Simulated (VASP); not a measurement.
Runs of VASP 6.6.1 on PtS2. The structure is that of space group P-3m1 (No. 164), or close to it. The cells are those of the table. 

| cell | k mesh | smearing | gap on the mesh (eV) | pressure (GPa) | largest force (eV/Å) |
| --- | --- | --- | --- | --- | --- |
| a = 3.579, b = 3.579, c = 4.534 Å, angles 90.0, 90.0, 120.0°, 3 atoms | 12 × 12 × 8 | gaussian 0.01 eV | none | 0.9 | 0.03 |
| a = 3.555, b = 3.555, c = 4.313 Å, angles 90.0, 90.0, 120.0°, 3 atoms | 12 × 12 × 8 | gaussian 0.01 eV | none | 6.1 | 0.04 |
| a = 3.583, b = 3.583, c = 4.664 Å, angles 90.0, 90.0, 120.0°, 3 atoms | 12 × 12 × 8 | gaussian 0.01 eV | 0.07 | -0.5 | 0.04 |
| a = 3.569, b = 3.569, c = 4.420 Å, angles 90.0, 90.0, 120.0°, 3 atoms | 12 × 12 × 8 | gaussian 0.01 eV | none | 3.1 | 0.04 |
| a = 3.586, b = 3.586, c = 4.937 Å, angles 90.0, 90.0, 120.0°, 3 atoms | 12 × 12 × 8 | gaussian 0.01 eV | 0.51 | -2.0 | 0.04 |
| a = 3.585, b = 3.585, c = 4.798 Å, angles 90.0, 90.0, 120.0°, 3 atoms | 12 × 12 × 8 | gaussian 0.01 eV | (c) | -1.4 | 0.04 |
| a = 3.535, b = 3.535, c = 4.217 Å, angles 90.0, 90.0, 120.0°, 3 atoms | 12 × 12 × 8 | gaussian 0.01 eV | none | (d) | 0.05 |
| a = 3.585, b = 3.585, c = 5.126 Å, angles 90.0, 90.0, 120.0°, 3 atoms | 12 × 12 × 8 | gaussian 0.01 eV | (a) | -2.5 | 0.03 |
| a = 3.578, b = 3.578, c = 4.758 Å, angles 90.0, 90.0, 120.0°, 3 atoms | 6 × 6 × 4 | gaussian 0.1 eV | (b) | -0.7 | 0.05 |

Alike in all rows: task single point; level PBE+D3(BJ); potentials or basis VASP PAW PBE potentials, release 64 (Pt, S); no spin polarisation; cutoff (eV) 520.

Question: Fill in the values left out.

Answer: (a) 0.73; (b) 0.22; (c) 0.28; (d) 10.1.

Caveats: spin-orbit coupling is left out, which moves the levels of the heavy elements; pairwise dispersion overbinds metals, which lowers pressure and volume (some runs).

A k mesh can miss the band edges, and the runs leave out spin-orbit coupling on Pt.

A gap of «none» marks levels without a gap at the run's occupations.
